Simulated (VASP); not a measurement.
# Ga (C2/c) in VASP: single point with PBE

Aim: the single point of Ga with PBE.

Everything below comes from runs of VASP 6.6.1. Logs are shortened: lines on timing, memory, paths and dates and some standing lists are left out, and cuts for length are marked.

### Step 1. The cell of the first run

The structure is monoclinic, space group C2/c (No. 15). Conventional cell: a = 2.939 Å, b = 8.558 Å, c = 3.541 Å, α = 90.00°, β = 92.02°, γ = 90.00°. Ga (site symmetry 2) has 10 Ga at 2.86 to 3.54 Å within 3.8 Å.

### Step 2. Single point, PBE

Input file INCAR:

```
SYSTEM = Ga
  ALGO = Fast
  EDIFF = 1E-7
  ENCUT = 520
  GGA = PE
  ISIF = 2
  ISMEAR = 0
  LASPH = .TRUE.
  LCHARG = .TRUE.
  LELF = .TRUE.
  LREAL = .FALSE.
  LVHAR = .TRUE.
  LWAVE = .FALSE.
  NBANDS = 20
  NELM = 80
  PREC = Accurate
  SIGMA = 0.05
```

Input file KPOINTS:

```
k-points
0
G
  14 10 14
  0 0 0
```

Input file POSCAR:

```
Ga
1.0
   -2.9393136024      0.0000000000      0.0000000000
   -0.1248065868      0.0000000000      3.5385780559
   -1.4696568012      4.2787947288      0.0000000000
Ga
2
Direct
    0.8690000000      0.2500000000      0.2620000000
    0.1310000000      0.7500000000      0.7380000000
```

Potentials or basis: VASP PAW PBE potentials, release 64 (Ga_d).

Command:

```console
> cat potpaw_PBE.64/Ga_d/POTCAR > POTCAR
> mpirun -np 1 vasp_std > vasp.out
```

OUTCAR:

```text
SYSTEM = Ga
   EDIFF = 1E-7
   ENCUT = 520
   GGA = PE
   ISIF = 2
   ISMEAR = 0
   LASPH = .TRUE.
   LREAL = .FALSE.
   NELM = 80
   PREC = Accurate

 ion  position               nearest neighbor table
   1  0.869  0.250  0.262-   2 2.86   2 2.86
   2  0.131  0.750  0.738-   1 2.86   1 2.86

  LATTYP: Found a base centered monoclinic cell.
 ALAT       =     2.9393136024
 B/A-ratio  =     2.9114244396
 C/A-ratio  =     1.2046276211
 COS(beta)  =    -0.0352483478

  Lattice vectors:

 A1 = (   1.4696568012,  -4.2787947288,   0.0000000000)
 A2 = (   1.4696568012,   4.2787947288,   0.0000000000)
 A3 = (  -0.1248065868,   0.0000000000,   3.5385780559)

Analysis of symmetry for initial positions (statically):
=====================================================================
 Subroutine PRICEL returns:
 Original cell was already a primitive cell.

 Routine SETGRP: Setting up the symmetry group for a
 base centered monoclinic supercell.

 Subroutine GETGRP returns: Found  4 space group operations
 (whereof  2 operations were pure point group operations)
 out of a pool of  4 trial point group operations.

The static configuration has the point symmetry S_2 .
 The point group associated with its full space group is C_2h.

Analysis of symmetry for dynamics (positions and initial velocities):
=====================================================================
 Subroutine PRICEL returns:
 Original cell was already a primitive cell.

 Routine SETGRP: Setting up the symmetry group for a
 base centered monoclinic supercell.

 Subroutine GETGRP returns: Found  4 space group operations
 (whereof  2 operations were pure point group operations)
 out of a pool of  4 trial point group operations.

The dynamic configuration has the point symmetry S_2 .
 The point group associated with its full space group is C_2h.

 Subroutine INISYM returns: Found  4 space group operations
 (whereof  2 operations are pure point group operations),
 and found     1 'primitive' translations

----------------------------------------------------------------------------------------

                                     Primitive cell

  volume of cell :      44.5037

  direct lattice vectors                    reciprocal lattice vectors
    -2.939313602  0.000000000  0.000000000    -0.340215484 -0.116855337 -0.011999490
    -0.124806587  0.000000000  3.538578056     0.000000000  0.000000000  0.282599390
    -1.469656801  4.278794729  0.000000000     0.000000000  0.233710674  0.000000000

  length of vectors
     2.939313602  3.540778353  4.524154666     0.359924621  0.282599390  0.233710674

  position of ions in fractional coordinates (direct lattice)
     0.869000000  0.250000000  0.262000000
     0.131000000  0.750000000  0.738000000

  ion indices of the primitive-cell ions
   primitive index   ion index
                 1           1
                 2           2

----------------------------------------------------------------------------------------

 KPOINTS: k-points

Automatic generation of k-mesh.
 Grid dimensions read from file:
 generate k-points for:   14   10   14

 Generating k-lattice:

  Cartesian coordinates                     Fractional coordinates (reciprocal lattice)
    -0.024301106 -0.008346810 -0.000857106     0.071428571  0.000000000  0.000000000
     0.000000000  0.000000000  0.028259939     0.000000000  0.100000000  0.000000000
     0.000000000  0.016693620  0.000000000     0.000000000  0.000000000  0.071428571

  Length of vectors
     0.025708902  0.028259939  0.016693620

  Shift w.r.t. Gamma in fractional coordinates (k-lattice)
     0.000000000  0.000000000  0.000000000

 Subroutine IBZKPT returns following result:
 ===========================================

 Found    534 irreducible k-points:

 Following reciprocal coordinates:
            Coordinates               Weight
  0.000000  0.000000  0.000000      1.000000
  0.071429  0.000000 -0.000000      4.000000
  0.142857 -0.000000  0.000000      4.000000
  0.214286 -0.000000  0.000000      4.000000
  0.285714  0.000000  0.000000      4.000000
  0.357143  0.000000  0.000000      4.000000
[... 16 lines left out ...]
  0.000000  0.200000  0.000000      2.000000
  0.071429  0.200000 -0.000000      4.000000
 [... further k-points ...]
   k-points           NKPTS =    534   k-points in BZ     NKDIM =    534   number of bands    NBANDS=     20
   number of dos      NEDOS =    301   number of ions     NIONS =      2
   total plane-waves  NPLWV =  24192
   dimension x,y,z NGX =    24 NGY =   28 NGZ =   36
   dimension x,y,z NGXF=    48 NGYF=   56 NGZF=   72
   ions per type =               2
   NGX,Y,Z   is equivalent  to a cutoff of  13.57, 13.15, 13.23 a.u.
   NGXF,Y,Z  is equivalent  to a cutoff of  27.15, 26.29, 26.46 a.u.
 SYSTEM =  Ga
   PREC   = accura    normal or accurate (medium, high low for compatibility)
   ISTART =      0    job   : 0-new  1-cont  2-samecut
   ICHARG =      2    charge: 1-file 2-atom 10-const
   ISPIN  =      1    spin polarized calculation?
   LNONCOLLINEAR =      F non collinear calculations
   LSORBIT =      F    spin-orbit coupling
   LASPH  =      T    aspherical Exc in radial PAW
   ENCUT  =  520.0 eV  38.22 Ry    6.18 a.u.   5.47  6.58  8.41*2*pi/ulx,y,z
   NELM   =     80;   NELMIN=  2; NELMDL= -5     # of ELM steps
   EDIFF  = 0.1E-06   stopping-criterion for ELM
   LREAL  =      F    real-space projection
   EDIFFG = 0.1E-05   stopping-criterion for IOM
   NSW    =      0    number of steps for IOM
   IBRION =     -1    ionic relax: 0-MD 1-quasi-New 2-CG
   NFREE  =      0    steps in history (QN), initial steepest desc. (CG)
   ISIF   =      2    stress and relaxation
   ISYM   =      2    0-nonsym 1-usesym 2-fastsym
   POTIM  = 0.5000    time-step for ionic-motion
   TEBEG  =    0.0;   TEEND  =   0.0 temperature during run
   PSTRESS=    0.0 pullay stress
   NELECT =      26.0000    total number of electrons
   NUPDOWN=      -1.0000    fix difference up-down
   EMIN   =  10.00;   EMAX   =-10.00  energy-range for DOS
   EFERMI =   0.00;   METHOD = LEGACY
   ISMEAR =     0;   SIGMA  =   0.05  broadening in eV -4-tet -1-fermi 0-gaus
   EFERMI_NEDOS =   21; number of points for ismear=-14 and -15
   IALGO  =     68    algorithm
   IMIX   =      4    mixing-type and parameters
     AMIX     =   0.40;   BMIX     =  1.00
     AMIX_MAG =   1.60;   BMIX_MAG =  1.00
  volume/ion in A,a.u.               =      22.25       150.16
  Fermi-wavevector in a.u.,A,eV,Ry     =   1.368571  2.586224 25.483517  1.872986
  Thomas-Fermi vector in A             =   2.494523
   LORBIT       =      0    0 simple, 1 ext, 2 COOP (PROOUT), +10 PAW based schemes
   GGA     = PE    functional components
   LHFCALC =     F    Hartree Fock is set to
   AEXX    =    0.0000 exact exchange contribution
   IVDW    =     0    specifies the selected vdW correction
   LEPSILON=     F    determine dielectric tensor
   LRPA    =     F    only Hartree local field effects (RPA)
 non-spin polarized calculation
 RMM-DIIS sequential band-by-band and
 Gauss-broadening in eV      SIGMA  =   0.05
  energy-cutoff  :      520.00
  volume of cell :       44.50
 maximum number of plane-waves:      1222
 NGX is ok and might be reduce to    24
   NGX = 11   NGY = 13   NGZ = 17

 number of electron      26.0000015 magnetization

 Free energy of the ion-electron system (eV)
  ---------------------------------------------------
  ext. energy  EPLUGINS =         0.00000000
  ---------------------------------------------------
  free energy    TOTEN  =        -5.67010327 eV

  energy without entropy =       -5.66885070  energy(sigma->0) =       -5.66947698

 E-fermi :   4.0854     XC(G=0): -10.1739

 val. band max:        4.0819433770   @ k =  -0.2857   0.2000   0.1429
 cond. band min:       4.0899799200   @ k =  -0.3571   0.4000   0.2143
 fundamental gap:      0.0080365430
 Fermi energy:         4.0853990774

 k-point     1 :       0.0000    0.0000    0.0000
  band No.  band energies     occupation
      1     -10.8638      2.00000
      2     -10.8476      2.00000
      3     -10.8317      2.00000
      4     -10.8027      2.00000
      5     -10.6441      2.00000
      6     -10.6396      2.00000
[... 12 lines left out ...]
     19      13.3674      0.00000
     20      16.0605      0.00000

 k-point     2 :       0.0714    0.0000   -0.0000
  band No.  band energies     occupation
      1     -10.8612      2.00000
      2     -10.8419      2.00000
      3     -10.8228      2.00000
      4     -10.7920      2.00000
      5     -10.6499      2.00000
      6     -10.6453      2.00000
[... 12 lines left out ...]
     19      13.6918      0.00000
     20      16.5656      0.00000

 k-point     3 :       0.1429   -0.0000    0.0000
  band No.  band energies     occupation
      1     -10.8539      2.00000
      2     -10.8277      2.00000
      3     -10.8004      2.00000
      4     -10.7591      2.00000
      5     -10.6662      2.00000
      6     -10.6613      2.00000
[... 12 lines left out ...]
     19      13.8128      0.00000
     20      17.0656      0.00000

 k-point     4 :       0.2143   -0.0000    0.0000
  band No.  band energies     occupation
      1     -10.8436      2.00000
      2     -10.8113      2.00000
      3     -10.7694      2.00000
      4     -10.7204      2.00000
      5     -10.6903      2.00000
      6     -10.6739      2.00000
[... 12 lines left out ...]
     19      13.8947      0.00000
     20      17.7030      0.00000

 k-point     5 :       0.2857    0.0000    0.0000
  band No.  band energies     occupation
      1     -10.8329      2.00000
      2     -10.7960      2.00000
      3     -10.7427      2.00000
      4     -10.7264      2.00000
      5     -10.7174      2.00000
      6     -10.6637      2.00000
[... 12 lines left out ...]
     19      13.9403      0.00000
     20      16.5654      0.00000
[... 353 lines left out ...]
      6     -10.6600      2.00000
[... 12 lines left out ...]
     19      13.3586      0.00000
     20      17.7411      0.00000

 k-point    22 :      -0.0714    0.1000    0.0000
  band No.  band energies     occupation
      1     -10.8619      2.00000
      2     -10.8329      2.00000
      3     -10.8216      2.00000
      4     -10.7858      2.00000
      5     -10.6651      2.00000
      6     -10.6539      2.00000
[... 12 lines left out ...]
     19      12.8093      0.00000
     20      17.0351      0.00000

 k-point    23 :       0.0000    0.2000    0.0000
  band No.  band energies     occupation
      1     -10.8682      2.00000
      2     -10.8312      2.00000
      3     -10.8131      2.00000
      4     -10.7731      2.00000
      5     -10.6750      2.00000
      6     -10.6724      2.00000
[... 12 lines left out ...]
     19      13.4242      0.00000
     20      16.1001      0.00000

 k-point    24 :       0.0714    0.2000   -0.0000
  band No.  band energies     occupation
      1     -10.8643      2.00000
      2     -10.8219      2.00000
      3     -10.8068      2.00000
      4     -10.7666      2.00000
      5     -10.6843      2.00000
      6     -10.6746      2.00000
[... 12 lines left out ...]
     19      12.8495      0.00000
     20      17.0579      0.00000

 [... further k-points ...]

------------------------ aborting loop because EDIFF is reached ----------------------------------------

  FORCE on cell =-STRESS in cart. coord.  units (eV):
  Direction    XX          YY          ZZ          XY          YZ          ZX
  --------------------------------------------------------------------------------------
  -------------------------------------------------------------------------------------
  Total       -1.3835409     -1.3407177     -1.4336449      0.0000000      0.0000000     -0.0449190
  in kB      -49.8088412    -48.2671622    -51.6126320      0.0000000      0.0000000     -1.6171298
  external PRESSURE =     -49.8962118 kB  Pullay stress =       0.0000000 kB

 VOLUME and BASIS-vectors are now :
 -----------------------------------------------------------------------------
  energy-cutoff  :      520.00
  volume of cell :       44.50
      direct lattice vectors                 reciprocal lattice vectors
    -2.939313602  0.000000000  0.000000000    -0.340215484 -0.116855337 -0.011999490
    -0.124806587  0.000000000  3.538578056     0.000000000  0.000000000  0.282599390
    -1.469656801  4.278794729  0.000000000     0.000000000  0.233710674  0.000000000

 POSITION                                       TOTAL-FORCE (eV/Angst)
 -----------------------------------------------------------------------------------
     -2.97052      1.12104      0.88464         0.000000      0.100556     -0.000000
     -1.56326      3.15775      2.65393         0.000000     -0.100556      0.000000
 -----------------------------------------------------------------------------------
    total drift:                                0.000000     -0.000000     -0.000000

  FREE ENERGIE OF THE ION-ELECTRON SYSTEM (eV)
  ---------------------------------------------------
  free  energy   TOTEN  =        -5.6701032680 eV

  energy  without entropy=       -5.6688506986  energy(sigma->0) =       -5.66947698
```

It took 10 min on 1 thread of Intel Xeon 8259CL, shared host; peak memory 0.46 GiB.

Results:

```
Free energy            : -5.6701 eV
Pressure               : -5.0 GPa
Largest force          : 0.101 eV/Å
Band gap on the k mesh : zero (bands 13 and 14 overlap by 7.12 eV)
```

Forces on the atoms (eV/Å):
```
Ga   0.000  0.101  0.000
Ga   0.000 -0.101  0.000
```

Levels at points of the mesh, in eV from the Fermi level:
```csv
k point,band 9,band 10,band 11,band 12,band 13,band 14,band 15,band 16,band 17,band 18
"(0.00, 0.00, 0.00)",-14.70,-14.61,-9.94,-2.15,-1.60,1.57,5.17,8.41,8.76,9.04
"(0.50, 0.00, 0.00)",-14.65,-14.62,-5.69,-4.34,-1.00,-0.32,4.96,5.58,7.37,7.75
"(0.00, 0.50, 0.00)",-14.66,-14.66,-6.99,-6.99,1.62,1.62,2.04,2.04,9.94,9.94
"(0.50, 0.50, 0.00)",-14.62,-14.62,-3.04,-2.85,-1.37,-1.27,1.64,2.10,3.98,4.33
"(0.00, 0.00, 0.50)",-14.68,-14.65,-8.10,-7.66,3.59,4.07,4.80,5.05,6.64,10.01
"(0.00, 0.50, 0.50)",-14.71,-14.71,-5.72,-5.72,-3.53,-3.53,9.36,9.36,10.12,10.12
```

Caveat: the cell stands under tension.
